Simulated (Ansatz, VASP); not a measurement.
## Two plane-wave programs on Si7Ge

```
Si Ge
1.0
     5.45918    0.00000    0.00000
     0.00000    5.45918    0.00000
     0.00000    0.00000    5.45918
Si Ge
7 1
Direct
  0.26631 0.26631 0.26631
  0.97990 0.49634 0.49634
  0.49634 0.49634 0.97990
  0.49634 0.97990 0.49634
  0.74400 0.23209 0.74400
  0.74400 0.74400 0.23209
  0.23209 0.74400 0.74400
  0.01586 0.01586 0.01586
```

Change from the starting cell: mode 4 (110.9 1/cm) frozen in, largest displacement +0.150 Å.

Alike in both runs: task single point; functional PBEsol; k mesh 6 × 6 × 6; occupations gaussian, width 0.03 eV; no spin polarisation.

|  | VASP | Ansatz |
| --- | --- | --- |
| version | VASP 6.6.1 | Ansatz 0.2.0 |
| potentials or method | VASP PAW PBE potentials, release 64 (Si, Ge_d), cutoff 520 eV | scalar-relativistic, plane waves, PAW |
| valence electrons in the cell | 42 | 42 |

VASP gave:

| Property | Result |
| --- | --- |
| gap on the k mesh at the Fermi level (eV) | 0.37 |
| least direct gap on the mesh (eV) | 0.37 |
| pressure (GPa) | -0.4 |
| traceless stress, the component that is largest in VASP (GPa) | 0.22 |
| rms of the force components (eV/Å) | 0.160 |

Task: What did Ansatz give for the same quantities?

Result: gap on the k mesh at the Fermi level (eV): 0.38; least direct gap on the mesh (eV): 0.38; pressure (GPa): -0.5; traceless stress, the component that is largest in VASP (GPa): 0.22; rms of the force components (eV/Å): 0.160.

VASP's potentials were made for PBE, not for PBEsol. Atom by atom the forces differ by 0.003 eV/Å (rms over components).
